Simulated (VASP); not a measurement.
# Ti (P6/mmm) in VASP: further runs

The runs below take Ti through single point, with r2SCAN.

Everything below comes from runs of VASP 6.6.1. Logs are shortened: lines on timing, memory, paths and dates and some standing lists are left out, and cuts for length are marked.

## Step 1: The cell of the first run

The structure is hexagonal, space group P6/mmm (No. 191). Conventional cell: a = 4.477 Å, b = 4.477 Å, c = 2.858 Å, α = 90.00°, β = 90.00°, γ = 120.00°. Ti (site symmetry 6/mmm) has 14 Ti at 2.86 to 2.95 Å within 3.8 Å. Within 3.4 Å of Ti (site symmetry -6m2) lie 11 Ti at 2.58 to 2.95 Å.

This isn't the form of Ti at room conditions, which is hcp.

## Step 2: Single point, r2SCAN (biaxial strain in the a-b plane: -2.0 %)

POSCAR

```
Ti
1.0
    4.4766612703      0.0000000000      0.0000000000
   -2.2383306352      3.8769023842      0.0000000000
    0.0000000000      0.0000000000      2.8584576916
Ti
3
Direct
    0.0000000000      0.0000000000      0.0000000000
    0.3333333333      0.6666666667      0.5000000000
    0.6666666667      0.3333333333      0.5000000000
```

INCAR.step1

```
SYSTEM = Ti
ALGO     = Normal         ! electronic algorithm
EDIFF    = 1E-4           ! SCF threshold, eV
ENCUT    = 520            ! plane-wave cutoff, eV
GGA      = PE             ! functional
ISMEAR   = 0              ! smearing method
LASPH    = .True.         ! aspherical terms in the spheres
LCHARG   = .False.        ! write CHGCAR
LREAL    = .False.        ! projectors in reciprocal space
LWAVE    = .True.         ! write WAVECAR
NBANDS   = 25             ! bands
NELM     = 80             ! most SCF steps
PREC     = Accurate       ! precision mode
SIGMA    = 0.1            ! smearing width, eV
```

INCAR.step2

```
SYSTEM = Ti
ALGO     = Normal         ! electronic algorithm
EDIFF    = 1E-6           ! SCF threshold, eV
ENCUT    = 520            ! plane-wave cutoff, eV
ISIF     = 2              ! what is computed and relaxed
ISMEAR   = 0              ! smearing method
ISTART   = 1            
LASPH    = .True.         ! aspherical terms in the spheres
LCHARG   = .False.        ! write CHGCAR
LMIXTAU  = .True.       
LREAL    = .False.        ! projectors in reciprocal space
LWAVE    = .False.        ! write WAVECAR
METAGGA  = R2SCAN         ! meta-GGA
NBANDS   = 25             ! bands
NELM     = 80             ! most SCF steps
PREC     = Accurate       ! precision mode
SIGMA    = 0.1            ! smearing width, eV
```

KPOINTS

```
k-points
0
Gamma
  12 12 18
  0 0 0
```

Potentials or basis: VASP PAW PBE potentials, release 64 (Ti_sv).

The run is started by

```sh
cat potpaw_PBE.64/Ti_sv/POTCAR > POTCAR
cp INCAR.step1 INCAR
mpirun -np 1 vasp_std > vasp.out
cp INCAR.step2 INCAR
mpirun -np 1 vasp_std > vasp.out
```

OUTCAR:

```text
SYSTEM = Ti
   EDIFF = 1E-6
   ENCUT = 520
   ISIF = 2
   ISMEAR = 0
   ISTART = 1
   LASPH = .True.
   LREAL = .False.
   METAGGA = R2SCAN
   NELM = 80
   PREC = Accurate

 ion  position               nearest neighbor table
   1  0.000  0.000  0.000-
   2  0.333  0.667  0.500-   3 2.58   3 2.58   3 2.58
   3  0.667  0.333  0.500-   2 2.58   2 2.58   2 2.58

  LATTYP: Found a hexagonal cell.
 ALAT       =     4.4766612703
 C/A-ratio  =     0.6385244536

  Lattice vectors:

 A1 = (   4.4766612703,   0.0000000000,   0.0000000000)
 A2 = (  -2.2383306352,   3.8769023842,   0.0000000000)
 A3 = (   0.0000000000,   0.0000000000,   2.8584576916)

Analysis of symmetry for initial positions (statically):
=====================================================================
 Subroutine PRICEL returns:
 Original cell was already a primitive cell.

 Routine SETGRP: Setting up the symmetry group for a
 hexagonal supercell.

 Subroutine GETGRP returns: Found 24 space group operations
 (whereof 24 operations were pure point group operations)
 out of a pool of 24 trial point group operations.

The static configuration has the point symmetry D_6h.

Analysis of symmetry for dynamics (positions and initial velocities):
=====================================================================
 Subroutine PRICEL returns:
 Original cell was already a primitive cell.

 Routine SETGRP: Setting up the symmetry group for a
 hexagonal supercell.

 Subroutine GETGRP returns: Found 24 space group operations
 (whereof 24 operations were pure point group operations)
 out of a pool of 24 trial point group operations.

The dynamic configuration has the point symmetry D_6h.

 Subroutine INISYM returns: Found 24 space group operations
 (whereof 24 operations are pure point group operations),
 and found     1 'primitive' translations

----------------------------------------------------------------------------------------

                                     Primitive cell

  volume of cell :      49.6102

  direct lattice vectors                    reciprocal lattice vectors
     4.476661270  0.000000000  0.000000000     0.223380761  0.128968942  0.000000000
    -2.238330635  3.876902384  0.000000000     0.000000000  0.257937885  0.000000000
     0.000000000  0.000000000  2.858457692     0.000000000  0.000000000  0.349839007

  length of vectors
     4.476661270  4.476661270  2.858457692     0.257937885  0.257937885  0.349839007

  position of ions in fractional coordinates (direct lattice)
     0.000000000  0.000000000  0.000000000
     0.333333333  0.666666667  0.500000000
     0.666666667  0.333333333  0.500000000

  ion indices of the primitive-cell ions
   primitive index   ion index
                 1           1
                 2           2
                 3           3

----------------------------------------------------------------------------------------

 KPOINTS: k-points

Automatic generation of k-mesh.
 Grid dimensions read from file:
 generate k-points for:   12   12   18

 Generating k-lattice:

  Cartesian coordinates                     Fractional coordinates (reciprocal lattice)
     0.018615063  0.010747412  0.000000000     0.083333333  0.000000000  0.000000000
     0.000000000  0.021494824  0.000000000     0.000000000  0.083333333  0.000000000
     0.000000000  0.000000000  0.019435500     0.000000000  0.000000000  0.055555556

  Length of vectors
     0.021494824  0.021494824  0.019435500

  Shift w.r.t. Gamma in fractional coordinates (k-lattice)
     0.000000000  0.000000000  0.000000000

 Subroutine IBZKPT returns following result:
 ===========================================

 Found    190 irreducible k-points:

 Following reciprocal coordinates:
            Coordinates               Weight
  0.000000  0.000000  0.000000      1.000000
  0.083333 -0.000000  0.000000      6.000000
  0.166667 -0.000000  0.000000      6.000000
  0.250000  0.000000  0.000000      6.000000
  0.333333 -0.000000  0.000000      6.000000
  0.416667 -0.000000  0.000000      6.000000
[... 16 lines left out ...]
  0.250000  0.000000  0.055556     12.000000
  0.333333 -0.000000  0.055556     12.000000
 [... further k-points ...]
   k-points           NKPTS =    190   k-points in BZ     NKDIM =    190   number of bands    NBANDS=     25
   number of dos      NEDOS =    301   number of ions     NIONS =      3
   total plane-waves  NPLWV =  31104
   dimension x,y,z NGX =    36 NGY =   36 NGZ =   24
   dimension x,y,z NGXF=    72 NGYF=   72 NGZF=   48
   ions per type =               3
   NGX,Y,Z   is equivalent  to a cutoff of  13.37, 13.37, 13.96 a.u.
   NGXF,Y,Z  is equivalent  to a cutoff of  26.74, 26.74, 27.92 a.u.
 SYSTEM =  Ti
   PREC   = accura    normal or accurate (medium, high low for compatibility)
   ISTART =      1    job   : 0-new  1-cont  2-samecut
   ICHARG =      0    charge: 1-file 2-atom 10-const
   ISPIN  =      1    spin polarized calculation?
   LNONCOLLINEAR =      F non collinear calculations
   LSORBIT =      F    spin-orbit coupling
   LASPH  =      T    aspherical Exc in radial PAW
   ENCUT  =  520.0 eV  38.22 Ry    6.18 a.u.   8.32  8.32  5.31*2*pi/ulx,y,z
   NELM   =     80;   NELMIN=  2; NELMDL=  0     # of ELM steps
   EDIFF  = 0.1E-05   stopping-criterion for ELM
   LREAL  =      F    real-space projection
   EDIFFG = 0.1E-04   stopping-criterion for IOM
   NSW    =      0    number of steps for IOM
   IBRION =     -1    ionic relax: 0-MD 1-quasi-New 2-CG
   NFREE  =      0    steps in history (QN), initial steepest desc. (CG)
   ISIF   =      2    stress and relaxation
   ISYM   =      2    0-nonsym 1-usesym 2-fastsym
   POTIM  = 0.5000    time-step for ionic-motion
   TEBEG  =    0.0;   TEEND  =   0.0 temperature during run
   PSTRESS=    0.0 pullay stress
   NELECT =      36.0000    total number of electrons
   NUPDOWN=      -1.0000    fix difference up-down
   EMIN   =  10.00;   EMAX   =-10.00  energy-range for DOS
   EFERMI =   0.00;   METHOD = LEGACY
   ISMEAR =     0;   SIGMA  =   0.10  broadening in eV -4-tet -1-fermi 0-gaus
   EFERMI_NEDOS =   21; number of points for ismear=-14 and -15
   IALGO  =     38    algorithm
   IMIX   =      4    mixing-type and parameters
     AMIX     =   0.40;   BMIX     =  1.00
     AMIX_MAG =   1.60;   BMIX_MAG =  1.00
  volume/ion in A,a.u.               =      16.54       111.60
  Fermi-wavevector in a.u.,A,eV,Ry     =   1.471133  2.780039 29.446182  2.164233
  Thomas-Fermi vector in A             =   2.586306
   LORBIT       =      0    0 simple, 1 ext, 2 COOP (PROOUT), +10 PAW based schemes
   METAGGA = R2SCAN    functional components
   LHFCALC =     F    Hartree Fock is set to
   AEXX    =    0.0000 exact exchange contribution
   IVDW    =     0    specifies the selected vdW correction
   LEPSILON=     F    determine dielectric tensor
   LRPA    =     F    only Hartree local field effects (RPA)
 non-spin polarized calculation
 Gauss-broadening in eV      SIGMA  =   0.10
  energy-cutoff  :      520.00
  volume of cell :       49.61
 maximum number of plane-waves:      1355
 NGX is ok and might be reduce to    36
   NGX = 17   NGY = 17   NGZ = 11

 number of electron      36.0000011 magnetization

 Free energy of the ion-electron system (eV)
  ---------------------------------------------------
  ext. energy  EPLUGINS =         0.00000000
  ---------------------------------------------------
  free energy    TOTEN  =       -38.86275813 eV

  energy without entropy =      -38.85014548  energy(sigma->0) =      -38.85645181

 E-fermi :   8.8625     XC(G=0): -12.6512

 val. band max:        8.8617314417   @ k =   0.4167   0.1667   0.1667
 cond. band min:       8.8651772502   @ k =   0.2500   0.2500   0.3333
 fundamental gap:      0.0034458085
 Fermi energy:         8.8625305188

 k-point     1 :       0.0000    0.0000    0.0000
  band No.  band energies     occupation
      1     -50.3824      2.00000
      2     -50.1162      2.00000
      3     -49.9092      2.00000
      4     -25.6648      2.00000
      5     -25.6648      2.00000
      6     -25.6191      2.00000
[... 17 lines left out ...]
     24      10.6533      0.00000
     25      10.7857      0.00000

 k-point     2 :       0.0833   -0.0000    0.0000
  band No.  band energies     occupation
      1     -50.3808      2.00000
      2     -50.1144      2.00000
      3     -49.9128      2.00000
      4     -25.7136      2.00000
      5     -25.7058      2.00000
      6     -25.5698      2.00000
[... 17 lines left out ...]
     24      10.4673      0.00000
     25      11.0208      0.00000

 k-point     3 :       0.1667   -0.0000    0.0000
  band No.  band energies     occupation
      1     -50.3766      2.00000
      2     -50.1087      2.00000
      3     -49.9231      2.00000
      4     -25.7747      2.00000
      5     -25.7383      2.00000
      6     -25.5074      2.00000
[... 17 lines left out ...]
     24      10.6090      0.00000
     25      11.3166      0.00000

 k-point     4 :       0.2500    0.0000    0.0000
  band No.  band energies     occupation
      1     -50.3710      2.00000
      2     -50.0989      2.00000
      3     -49.9390      2.00000
      4     -25.8278      2.00000
      5     -25.7408      2.00000
      6     -25.4524      2.00000
[... 17 lines left out ...]
     24      10.8927      0.00000
     25      11.6101      0.00000
[... 477 lines left out ...]
 k-point    22 :       0.1667   -0.0000    0.0556
  band No.  band energies     occupation
      1     -50.3746      2.00000
      2     -50.1076      2.00000
      3     -49.9216      2.00000
      4     -25.7704      2.00000
      5     -25.7348      2.00000
      6     -25.5069      2.00000
[... 17 lines left out ...]
     24      10.6043      0.00000
     25      11.3774      0.00000

 k-point    23 :       0.2500    0.0000    0.0556
  band No.  band energies     occupation
      1     -50.3692      2.00000
      2     -50.0977      2.00000
      3     -49.9376      2.00000
      4     -25.8230      2.00000
      5     -25.7378      2.00000
      6     -25.4529      2.00000
[... 17 lines left out ...]
     24      10.8752      0.00000
     25      11.6911      0.00000

 k-point    24 :       0.3333   -0.0000    0.0556
  band No.  band energies     occupation
      1     -50.3639      2.00000
      2     -50.0842      2.00000
      3     -49.9569      2.00000
      4     -25.8633      2.00000
      5     -25.7110      2.00000
      6     -25.4111      2.00000
[... 17 lines left out ...]
     24      11.2138      0.00000
     25      11.6288      0.00000

 [... further k-points ...]

------------------------ aborting loop because EDIFF is reached ----------------------------------------

  FORCE on cell =-STRESS in cart. coord.  units (eV):
  Direction    XX          YY          ZZ          XY          YZ          ZX
  --------------------------------------------------------------------------------------
  -------------------------------------------------------------------------------------
  Total        1.8404560      1.8404560     -0.1634190     -0.0000000      0.0000000      0.0000000
  in kB       59.4381317     59.4381317     -5.2776698     -0.0000000      0.0000000      0.0000000
  external PRESSURE =      37.8661979 kB  Pullay stress =       0.0000000 kB

 VOLUME and BASIS-vectors are now :
 -----------------------------------------------------------------------------
  energy-cutoff  :      520.00
  volume of cell :       49.61
      direct lattice vectors                 reciprocal lattice vectors
     4.476661270  0.000000000  0.000000000     0.223380761  0.128968942  0.000000000
    -2.238330635  3.876902384  0.000000000     0.000000000  0.257937885  0.000000000
     0.000000000  0.000000000  2.858457692     0.000000000  0.000000000  0.349839007

 POSITION                                       TOTAL-FORCE (eV/Angst)
 -----------------------------------------------------------------------------------
      0.00000      0.00000      0.00000         0.000000      0.000000      0.000000
     -0.00000      2.58460      1.42923        -0.000000      0.000000     -0.000000
      2.23833      1.29230      1.42923        -0.000000      0.000000      0.000000
 -----------------------------------------------------------------------------------
    total drift:                                0.000000      0.000000     -0.000000

  FREE ENERGIE OF THE ION-ELECTRON SYSTEM (eV)
  ---------------------------------------------------
  free  energy   TOTEN  =       -38.8627581289 eV

  energy  without entropy=      -38.8501454846  energy(sigma->0) =      -38.85645181
```

Wall time 29 min (1 thread of Oxide Virtual Turin-like, shared host); peak memory 0.28 GiB.

What came out:

```yaml
Free_energy: -38.8628 eV
Pressure: 3.8 GPa
Band_gap_on_the_k_mesh: zero (bands 18 and 19 overlap by 0.42 eV)
```

Stress tensor (GPa, compression positive):
```
 5.94  0.00  0.00
 0.00  5.94  0.00
 0.00  0.00 -0.53
```

Caveat: the cell differs from its parent crystal (biaxial strain in the a-b plane: -2.0 %); the stress differs along the axes, from -1 to 6 GPa; the PAW data sets were made with another functional, which shifts forces and pressure a little.

(Part 1 of 3 ends here.)
